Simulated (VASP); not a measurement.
Set up this calculation in VASP 6.6.1, as the native input.

```
Task                   : single point
Functional             : PBE
Potentials or basis    : VASP PAW PBE potentials, release 64 (Rh_pv)
Cutoff                 : 520 eV
k mesh                 : 18 × 18 × 10
Occupations            : gaussian, width 0.15 eV
Spin                   : no spin polarisation
Dipole correction      : no
Further INCAR settings : ALGO = Fast; EDIFF = 1e-06; NBANDS = 22
```

The structure of Rh lies in POSCAR:

```
Rh
1.0
    2.7248648783      0.0000000000      0.0000000000
   -1.3624324392      2.3598022065      0.0000000000
    0.0000000000      0.0000000000      4.2448000000
Rh
2
Direct
    0.6666666667      0.3333333333      0.7500000000
    0.3333333333      0.6666666667      0.2500000000
```

One way to write it, as run:

INCAR

```
PREC = Accurate
ENCUT = 520
EDIFF = 1E-6
ISMEAR = 0
SIGMA = 0.15
LREAL = F
LASPH = T
NELM = 100
ALGO = Fast
ISIF = 2
LWAVE = F
LCHARG = F
GGA = PE
NBANDS = 22
```

KPOINTS

```
Automatic mesh
0
Gamma
  18 18 10
```

Potentials or basis: VASP PAW PBE potentials, release 64 (Rh_pv).

Command:

```bash
$ cat potpaw_PBE.64/Rh_pv/POTCAR > POTCAR
$ mpirun -np 1 vasp_std > vasp.out
```

It gave:

```yaml
Pressure: 9.7 GPa
Band_gap_on_the_k_mesh: zero (band 15 reaches 12.77 eV, above the bottom of band 16 at 10.40 eV)
```

Wall time 52 s on 1 thread of Intel(R) Xeon(R) Platinum 8559C (Emerald Rapids), with other jobs on the host, peak memory 0.22 GiB.
